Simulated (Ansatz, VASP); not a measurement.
Sc5Te: VASP beside Ansatz

INCAR

```
SYSTEM = Sc5Te
PREC     = Accurate       ! precision mode
ENCUT    = 520            ! plane-wave cutoff, eV
EDIFF    = 1E-7           ! SCF threshold, eV
ISMEAR   = 0              ! smearing method
SIGMA    = 0.1            ! smearing width, eV
LREAL    = .FALSE.        ! projectors in reciprocal space
LASPH    = .TRUE.         ! aspherical terms in the spheres
NELM     = 80             ! most SCF steps
ALGO     = Normal         ! electronic algorithm
ISIF     = 2              ! what is computed and relaxed
LWAVE    = .FALSE.        ! write WAVECAR
LCHARG   = .FALSE.        ! write CHGCAR
GGA      = PE             ! functional
NBANDS   = 40             ! bands
```

File KPOINTS:

```
Automatic mesh
0
G
  4 4 2
  0 0 0
```

Contents of POSCAR:

```
Sc5Te
1.0
    3.7868009000      0.0000000000      0.0000000000
    0.0000000000      3.7868009000      0.0000000000
    0.0000000000      0.0000000000     10.0421327000
Sc Te
5 1
Direct
    0.5000000000      0.5000000000      0.3329780000
    0.5000000000      0.5000000000      0.6670220000
    0.0000000000      0.0000000000      0.1576160000
    0.0000000000      0.0000000000      0.8423840000
    0.0000000000      0.0000000000      0.5000000000
    0.5000000000      0.5000000000      0.0000000000
```

Input for Ansatz:

```yaml
crystal:
  lattice:
    - [3.7868009, 0.0, 0.0]
    - [0.0, 3.7868009, 0.0]
    - [0.0, 0.0, 10.0421327]
  atoms:
    - { symbol: Sc, position: [0.5, 0.5, 0.332978] }
    - { symbol: Sc, position: [0.5, 0.5, 0.667022] }
    - { symbol: Sc, position: [0.0, 0.0, 0.157616] }
    - { symbol: Sc, position: [0.0, 0.0, 0.842384] }
    - { symbol: Sc, position: [0.0, 0.0, 0.5] }
    - { symbol: Te, position: [0.5, 0.5, 0.0] }
basis:
  ecutwfc: 420
kpoints:
  mp_grid: { grid: [4, 4, 2] }
hamiltonian:
  xc: pbe
scf:
  occupations: { method: gaussian, width: 0.1 }
  lower_state_search: "off"
output:
  forces: true
  stress: true
  eigenvalues: true
```

Change from the starting cell: relaxed end of: species swapped into the Hf5Pb type (P4/mmm, No. 123).

Alike in both runs: task single point; functional PBE; k mesh 4 × 4 × 2; occupations gaussian, width 0.1 eV; no spin polarisation.

|  | VASP | Ansatz |
| --- | --- | --- |
| version | VASP 6.6.1 | Ansatz 0.2.0 |
| potentials or method | VASP PAW PBE potentials, release 64 (Sc_sv, Te), cutoff 520 eV | scalar-relativistic, plane waves, PAW |
| valence electrons in the cell | 61 | 71 |

|  | VASP | Ansatz | Ansatz less VASP |
| --- | --- | --- | --- |
| gap on the k mesh at the Fermi level (eV) | none | none | - |
| pressure (GPa) | 0.0 | -0.1 | -0.06 |
| rms of the force components (eV/Å) | 0.014 | 0.016 | +0.0021 |

Atom by atom the forces differ by 0.002 eV/Å (rms over components). A gap of «none» marks a metal or a gap that the smearing closes. VASP's potentials hold 61 valence electrons a cell and Ansatz's 71, so a difference there can come from the potentials and not from the codes.

The k mesh is coarse, so the values compare programs but aren't converged. Spin-orbit coupling is off throughout.
